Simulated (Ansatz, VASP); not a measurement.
## PbS: VASP beside Ansatz

File INCAR:

```
SYSTEM = PbS
  PREC = Accurate
  ENCUT = 520
  EDIFF = 1E-6
  ISMEAR = 0
  SIGMA = 0.05
  LREAL = .False.
  LASPH = .True.
  NELM = 100
  ALGO = Normal
  ISIF = 2
  LWAVE = .False.
  LCHARG = .False.
  GGA = PS
  NBANDS = 28
```

Contents of KPOINTS:

```
Automatic mesh
0
Gamma
  8 8 6
  0 0 0
```

Contents of POSCAR:

```
PbS
1.0
    2.0799526950     -5.9912968650      0.0129997043
    2.0799526950      5.9912968650      0.0129997043
    0.0267457559      0.0000000000      4.2793209400
Pb S
2 2
Direct
    0.8694366500      0.1305633500      0.7500000000
    0.1305633500      0.8694366500      0.2500000000
    0.6452029100      0.3547970900      0.7500000000
    0.3547970900      0.6452029100      0.2500000000
```

Input for Ansatz:

```yaml
crystal:
  lattice:
    - [2.079952695, -5.991296865, 0.0129997043]
    - [2.079952695, 5.991296865, 0.0129997043]
    - [0.0267457559, 0.0, 4.27932094]
  atoms:
    - { symbol: Pb, position: [0.86943665, 0.13056335, 0.75] }
    - { symbol: Pb, position: [0.13056335, 0.86943665, 0.25] }
    - { symbol: S, position: [0.64520291, 0.35479709, 0.75] }
    - { symbol: S, position: [0.35479709, 0.64520291, 0.25] }
basis:
  ecutwfc: 420
kpoints:
  mp_grid: { grid: [8, 8, 6] }
hamiltonian:
  xc: pbesol
scf:
  occupations: { method: gaussian, width: 0.05 }
output:
  forces: true
  stress: true
  eigenvalues: true
```

Change from the starting cell: strain +0.0125 x Voigt [0, 0, 0, 0, 1, 0], atoms carried along.

Alike in both runs: task single point; functional PBEsol; k mesh 8 × 8 × 6; occupations gaussian, width 0.05 eV; no spin polarisation.

|  | VASP | Ansatz |
| --- | --- | --- |
| version | VASP 6.6.1 | Ansatz 0.2.0 |
| potentials or method | VASP PAW PBE potentials, release 64 (Pb_d, S), cutoff 520 eV | scalar-relativistic, plane waves, PAW |
| valence electrons in the cell | 40 | 40 |

|  | VASP | Ansatz | Ansatz less VASP |
| --- | --- | --- | --- |
| gap on the k mesh at the Fermi level (eV) | 1.13 | 1.13 | 0.000 |
| least direct gap on the mesh (eV) | 1.33 | 1.32 | -0.005 |
| pressure (GPa) | -1.9 | -1.8 | +0.05 |
| traceless stress, the component that is largest in VASP (GPa) | -0.66 | -0.66 | +0.003 |
| rms of the force components (eV/Å) | 0.016 | 0.015 | -0.0012 |

VASP's potentials were made for PBE, not for PBEsol. Atom by atom the forces differ by 0.001 eV/Å (rms over components). The functional is the same, so the differences come from potentials, cutoffs and numerics.

Spin-orbit coupling is off throughout.
